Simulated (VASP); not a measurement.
Write the native input for VASP 6.6.1 that does the following.

* Task: single point
* Functional: PBE
* Potentials or basis: VASP PAW PBE potentials, release 64 (Li_sv, Ta_pv)
* Cutoff: 520 eV
* k mesh: 6 × 6 × 8
* Occupations: gaussian, width 0.1 eV
* Spin: no spin polarisation
* Dipole correction: no
* Further INCAR settings: ALGO = Fast; EDIFF = 1e-06; NBANDS = 46

The structure of LiTa3 lies in POSCAR:

```
LiTa3
1.0
    5.7806519965      0.0000000000      0.0000000000
   -2.8903259983      5.0061914794      0.0000000000
    0.0000000000      0.0000000000      4.7708796166
Li Ta
2 6
Direct
    0.3333333333      0.6666666667      0.2500000000
    0.6666666667      0.3333333333      0.7500000000
    0.8330807704      0.6661615408      0.2500000000
    0.1669192296      0.8330807704      0.7500000000
    0.3338384592      0.1669192296      0.2500000000
    0.1669192296      0.3338384592      0.7500000000
    0.8330807704      0.1669192296      0.2500000000
    0.6661615408      0.8330807704      0.7500000000
```

One way to write it, as run:

INCAR

```
ALGO = Fast
EDIFF = 1E-6
ENCUT = 520
GGA = PE
ISIF = 2
ISMEAR = 0
LASPH = True
LCHARG = True
LELF = True
LREAL = False
LVHAR = True
LWAVE = False
NBANDS = 46
NELM = 100
PREC = Accurate
SIGMA = 0.1
```

KPOINTS

```
k-points
0
Gamma
  6 6 8
```

Potentials or basis: VASP PAW PBE potentials, release 64 (Li_sv, Ta_pv).

The run is started by

```console
$ cat potpaw_PBE.64/Li_sv/POTCAR potpaw_PBE.64/Ta_pv/POTCAR > POTCAR
$ mpirun -np 1 vasp_std > vasp.out
```

It gave:

```
Band gap on the k mesh : zero (bands 36 and 37 overlap by 1.16 eV)
```

Caveat: spin-orbit coupling is left out, which moves the levels of the heavy elements.

Wall time 8.9 min on 1 thread of Intel(R) Xeon(R) Platinum 8175M CPU @ 2.50GHz (Skylake/Cascade Lake), with other jobs on the host, peak memory 0.37 GiB.
